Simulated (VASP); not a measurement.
# HfO2 (Fm-3m) in VASP: a series of runs, part 3 of 3

VASP 6.6.1. Earlier steps stand in the parts before.

### Step 6. Single point, PBEsol

This run uses another cell than the first one, of 11.15 Å³/atom, 1.064 times its volume.

Input file INCAR:

```
PREC = Accurate
ENCUT = 520
EDIFF = 1E-7
ISMEAR = 0
SIGMA = 0.05
LREAL = False
LASPH = True
NELM = 80
ALGO = Normal
ISIF = 2
LWAVE = False
LCHARG = False
GGA = PS
NBANDS = 18
NELECT = 22.1
```

Input file KPOINTS:

```
regular mesh
0
Gamma
  10 10 10
```

Input file POSCAR:

```
HfO2
1.0
    0.0000000000      2.5575000000      2.5575000000
    2.5575000000      0.0000000000      2.5575000000
    2.5575000000      2.5575000000      0.0000000000
Hf O
1 2
Direct
    0.0000000000      0.0000000000      0.0000000000
    0.2500000000      0.2500000000      0.2500000000
    0.7500000000      0.7500000000      0.7500000000
```

Potentials or basis: VASP PAW PBE potentials, release 64 (Hf_pv, O).

Started as:

```sh
cat potpaw_PBE.64/Hf_pv/POTCAR potpaw_PBE.64/O/POTCAR > POTCAR
mpirun -np 1 vasp_std > vasp.out
```

OUTCAR:

```text
PREC = Accurate
   ENCUT = 520
   EDIFF = 1E-7
   ISMEAR = 0
   LREAL = False
   LASPH = True
   NELM = 80
   ISIF = 2
   GGA = PS
   NELECT = 22.1

 ion  position               nearest neighbor table
   1  0.000  0.000  0.000-   3 2.21   3 2.21   3 2.21   2 2.21   3 2.21   2 2.21   2 2.21   2 2.21

   2  0.250  0.250  0.250-   1 2.21   1 2.21   1 2.21   1 2.21
   3  0.750  0.750  0.750-   1 2.21   1 2.21   1 2.21   1 2.21

  LATTYP: Found a face centered cubic cell.
 ALAT       =     5.1150000000

  Lattice vectors:

 A1 = (   0.0000000000,   2.5575000000,   2.5575000000)
 A2 = (   2.5575000000,   0.0000000000,   2.5575000000)
 A3 = (   2.5575000000,   2.5575000000,   0.0000000000)

Analysis of symmetry for initial positions (statically):
=====================================================================
 Subroutine PRICEL returns:
 Original cell was already a primitive cell.

 Routine SETGRP: Setting up the symmetry group for a
 face centered cubic supercell.

 Subroutine GETGRP returns: Found 48 space group operations
 (whereof 48 operations were pure point group operations)
 out of a pool of 48 trial point group operations.

The static configuration has the point symmetry O_h .

Analysis of symmetry for dynamics (positions and initial velocities):
=====================================================================
 Subroutine PRICEL returns:
 Original cell was already a primitive cell.

 Routine SETGRP: Setting up the symmetry group for a
 face centered cubic supercell.

 Subroutine GETGRP returns: Found 48 space group operations
 (whereof 48 operations were pure point group operations)
 out of a pool of 48 trial point group operations.

The dynamic configuration has the point symmetry O_h .

 Subroutine INISYM returns: Found 48 space group operations
 (whereof 48 operations are pure point group operations),
 and found     1 'primitive' translations

----------------------------------------------------------------------------------------

                                     Primitive cell

  volume of cell :      33.4562

  direct lattice vectors                    reciprocal lattice vectors
     0.000000000  2.557500000  2.557500000    -0.195503421  0.195503421  0.195503421
     2.557500000  0.000000000  2.557500000     0.195503421 -0.195503421  0.195503421
     2.557500000  2.557500000  0.000000000     0.195503421  0.195503421 -0.195503421

  length of vectors
     3.616851186  3.616851186  3.616851186     0.338621859  0.338621859  0.338621859

  position of ions in fractional coordinates (direct lattice)
     0.000000000  0.000000000  0.000000000
     0.250000000  0.250000000  0.250000000
     0.750000000  0.750000000  0.750000000

  ion indices of the primitive-cell ions
   primitive index   ion index
                 1           1
                 2           2
                 3           3

----------------------------------------------------------------------------------------

 KPOINTS: regular mesh

Automatic generation of k-mesh.
 Grid dimensions read from file:
 generate k-points for:   10   10   10

 Generating k-lattice:

  Cartesian coordinates                     Fractional coordinates (reciprocal lattice)
    -0.019550342  0.019550342  0.019550342     0.100000000  0.000000000  0.000000000
     0.019550342 -0.019550342  0.019550342     0.000000000  0.100000000  0.000000000
     0.019550342  0.019550342 -0.019550342     0.000000000  0.000000000  0.100000000

  Length of vectors
     0.033862186  0.033862186  0.033862186

  Shift w.r.t. Gamma in fractional coordinates (k-lattice)
     0.000000000  0.000000000  0.000000000

 Subroutine IBZKPT returns following result:
 ===========================================

 Found     47 irreducible k-points:

 Following reciprocal coordinates:
            Coordinates               Weight
  0.000000  0.000000  0.000000      1.000000
  0.100000  0.000000  0.000000      8.000000
  0.200000  0.000000  0.000000      8.000000
  0.300000  0.000000  0.000000      8.000000
  0.400000  0.000000  0.000000      8.000000
  0.500000  0.000000  0.000000      4.000000
[... 16 lines left out ...]
  0.300000  0.300000  0.000000      6.000000
  0.400000  0.300000  0.000000     24.000000
 [... further k-points ...]
   k-points           NKPTS =     47   k-points in BZ     NKDIM =     47   number of bands    NBANDS=     18
   number of dos      NEDOS =    301   number of ions     NIONS =      3
   total plane-waves  NPLWV =  21952
   dimension x,y,z NGX =    28 NGY =   28 NGZ =   28
   dimension x,y,z NGXF=    56 NGYF=   56 NGZF=   56
   ions per type =               1   2
   NGX,Y,Z   is equivalent  to a cutoff of  12.87, 12.87, 12.87 a.u.
   NGXF,Y,Z  is equivalent  to a cutoff of  25.74, 25.74, 25.74 a.u.
 SYSTEM =  unknown system
   PREC   = accura    normal or accurate (medium, high low for compatibility)
   ISTART =      0    job   : 0-new  1-cont  2-samecut
   ICHARG =      2    charge: 1-file 2-atom 10-const
   ISPIN  =      1    spin polarized calculation?
   LNONCOLLINEAR =      F non collinear calculations
   LSORBIT =      F    spin-orbit coupling
   LASPH  =      T    aspherical Exc in radial PAW
   ENCUT  =  520.0 eV  38.22 Ry    6.18 a.u.   6.72  6.72  6.72*2*pi/ulx,y,z
   NELM   =     80;   NELMIN=  2; NELMDL= -5     # of ELM steps
   EDIFF  = 0.1E-06   stopping-criterion for ELM
   LREAL  =      F    real-space projection
   EDIFFG = 0.1E-05   stopping-criterion for IOM
   NSW    =      0    number of steps for IOM
   IBRION =     -1    ionic relax: 0-MD 1-quasi-New 2-CG
   NFREE  =      0    steps in history (QN), initial steepest desc. (CG)
   ISIF   =      2    stress and relaxation
   ISYM   =      2    0-nonsym 1-usesym 2-fastsym
   POTIM  = 0.5000    time-step for ionic-motion
   TEBEG  =    0.0;   TEEND  =   0.0 temperature during run
   PSTRESS=    0.0 pullay stress
   NELECT =      22.1000    total number of electrons
   NUPDOWN=      -1.0000    fix difference up-down
   EMIN   =  10.00;   EMAX   =-10.00  energy-range for DOS
   EFERMI =   0.00;   METHOD = LEGACY
   ISMEAR =     0;   SIGMA  =   0.05  broadening in eV -4-tet -1-fermi 0-gaus
   EFERMI_NEDOS =   21; number of points for ismear=-14 and -15
   IALGO  =     38    algorithm
   IMIX   =      4    mixing-type and parameters
     AMIX     =   0.40;   BMIX     =  1.00
     AMIX_MAG =   1.60;   BMIX_MAG =  1.00
  volume/ion in A,a.u.               =      11.15        75.26
  Fermi-wavevector in a.u.,A,eV,Ry     =   1.425761  2.694297 27.657832  2.032793
  Thomas-Fermi vector in A             =   2.546110
   LORBIT       =      0    0 simple, 1 ext, 2 COOP (PROOUT), +10 PAW based schemes
   GGA     = PS    functional components
   LHFCALC =     F    Hartree Fock is set to
   AEXX    =    0.0000 exact exchange contribution
   IVDW    =     0    specifies the selected vdW correction
   LEPSILON=     F    determine dielectric tensor
   LRPA    =     F    only Hartree local field effects (RPA)
 non-spin polarized calculation
 Gauss-broadening in eV      SIGMA  =   0.05
  energy-cutoff  :      520.00
  volume of cell :       33.46
 maximum number of plane-waves:       934
   NGX = 13   NGY = 13   NGZ = 13

 number of electron      22.0999993 magnetization

 Free energy of the ion-electron system (eV)
  ---------------------------------------------------
  ext. energy  EPLUGINS =         0.00000000
  ---------------------------------------------------
  free energy    TOTEN  =       -30.78926715 eV

  energy without entropy =      -30.78854450  energy(sigma->0) =      -30.78890583

 E-fermi :   7.7868     XC(G=0): -12.0115

 val. band max:        7.7760545818   @ k =  -0.4000   0.5000   0.1000
 cond. band min:       7.8210877473   @ k =   0.1000   0.0000   0.0000
 fundamental gap:      0.0450331655
 Fermi energy:         7.7867671504

 k-point     1 :       0.0000    0.0000    0.0000
  band No.  band energies     occupation
      1     -25.7647      2.00000
      2     -25.7647      2.00000
      3     -25.7647      2.00000
      4     -14.6489      2.00000
      5     -11.6793      2.00000
      6      -1.3550      2.00000
[... 10 lines left out ...]
     17      14.0227      0.00000
     18      17.3793      0.00000
[... 463 lines left out ...]
 k-point    24 :       0.4000    0.3000    0.0000
  band No.  band energies     occupation
      1     -26.0982      2.00000
      2     -25.8670      2.00000
      3     -25.8519      2.00000
      4     -13.0556      2.00000
      5     -12.6948      2.00000
      6      -1.5138      2.00000
[... 10 lines left out ...]
     17      13.7523      0.00000
     18      17.1873      0.00000

 [... further k-points ...]
[... 5 lines left out ...]
  --------------------------------------------------------------------------------------
  -------------------------------------------------------------------------------------
  Total       -1.7143168     -1.7143168     -1.7143168     -0.0000000     -0.0000000     -0.0000000
  in kB      -82.0965196    -82.0965196    -82.0965196     -0.0000000     -0.0000000     -0.0000000
  external PRESSURE =     -82.0965196 kB  Pullay stress =       0.0000000 kB

 VOLUME and BASIS-vectors are now :
 -----------------------------------------------------------------------------
  energy-cutoff  :      520.00
  volume of cell :       33.46
      direct lattice vectors                 reciprocal lattice vectors
     0.000000000  2.557500000  2.557500000    -0.195503421  0.195503421  0.195503421
     2.557500000  0.000000000  2.557500000     0.195503421 -0.195503421  0.195503421
     2.557500000  2.557500000  0.000000000     0.195503421  0.195503421 -0.195503421

 POSITION                                       TOTAL-FORCE (eV/Angst)
 -----------------------------------------------------------------------------------
      0.00000      0.00000      0.00000         0.000000     -0.000000      0.000000
      1.27875      1.27875      1.27875        -0.000000     -0.000000     -0.000000
      3.83625      3.83625      3.83625         0.000000      0.000000      0.000000
 -----------------------------------------------------------------------------------
    total drift:                                0.000000      0.000000      0.000000

  FREE ENERGIE OF THE ION-ELECTRON SYSTEM (eV)
  ---------------------------------------------------
  free  energy   TOTEN  =       -30.7892671524 eV

  energy  without entropy=      -30.7885445028  energy(sigma->0) =      -30.78890583
```

OSZICAR:

```text
N       E                     dE             d eps       ncg     rms          rms(c)
DAV:   1     0.888379102343E+02    0.88838E+02   -0.12684E+04  1692   0.121E+03
DAV:   2    -0.321709835286E+02   -0.12101E+03   -0.11782E+03  2226   0.284E+02
DAV:   3    -0.360456207874E+02   -0.38746E+01   -0.38597E+01  1938   0.449E+01
DAV:   4    -0.360672972547E+02   -0.21676E-01   -0.21673E-01  2080   0.380E+00
DAV:   5    -0.360674366047E+02   -0.13935E-03   -0.13935E-03  1908   0.281E-01    0.465E+01
DAV:   6    -0.309831953947E+02    0.50842E+01   -0.18916E+01  1736   0.304E+01    0.404E+01
DAV:   7    -0.308464180520E+02    0.13678E+00   -0.68105E-01  1924   0.675E+00    0.281E+01
DAV:   8    -0.308136404293E+02    0.32778E-01   -0.31719E-01  1832   0.494E+00    0.913E+00
DAV:   9    -0.307893004793E+02    0.24340E-01   -0.66893E-02  1768   0.219E+00    0.280E+00
DAV:  10    -0.307892692350E+02    0.31244E-04   -0.29114E-03  1958   0.407E-01    0.109E-01
DAV:  11    -0.307892627643E+02    0.64707E-05   -0.16075E-04  1842   0.102E-01    0.178E-01
DAV:  12    -0.307892668628E+02   -0.40985E-05   -0.18406E-05  1902   0.301E-02    0.130E-02
DAV:  13    -0.307892671249E+02   -0.26208E-06   -0.55654E-07  2148   0.574E-03    0.203E-03
DAV:  14    -0.307892671524E+02   -0.27455E-07   -0.51662E-08  1480   0.151E-03
   1 F= -.30789267E+02 E0= -.30788906E+02  d E =-.722650E-03
```

stdout:

```text
POSCAR found type information on POSCAR HfO
 POSCAR found :  2 types and       3 ions
 scaLAPACK will be used
 -----------------------------------------------------------------------------
|                                                                             |
|                                                                             |
|     You enforced a specific xc type in the INCAR file but a different       |
|     I HOPE YOU KNOW WHAT YOU ARE DOING!                                     |
|                                                                             |
 -----------------------------------------------------------------------------

 LDA part: xc-table for (Slater+PW92), standard interpolation
 POSCAR, INCAR and KPOINTS ok, starting setup
 FFT: planning ... GRIDC
 FFT: planning ... GRID_SOFT
 FFT: planning ... GRID
 WAVECAR not read
 entering main loop
 the old and the new charge density differ
 old charge density:    22.00000 new   22.10000
    0.465E+01
```

It took 33 s on 1 thread of Intel Xeon Platinum 8375C at 2.90GHz (Ice Lake), shared host; peak memory 0.17 GiB.

What came out:

| Item | Value |
| --- | --- |
| Free energy | -30.7893 eV |

Levels at points of the mesh, in eV from the Fermi level:
```tsv
k point	band 9	band 10	band 11	band 12	band 13	band 14
(0.00, 0.00, 0.00)	-4.51	-4.51	-4.51	-0.16	-0.16	1.48
(0.50, 0.00, 0.00)	-6.64	-5.73	-5.73	0.55	0.55	2.85
(0.50, 0.50, 0.00)	-5.40	-5.40	-3.91	-0.30	1.43	2.50
```

Caveat: the cell carries a net charge on a neutralising background, which shifts energy and pressure; the cell is charged against a uniform background, so pressure and absolute levels hang on convention; the PAW data sets were made with another functional, which shifts forces and pressure a little; spin-orbit coupling is left out, which moves the levels of the heavy elements.
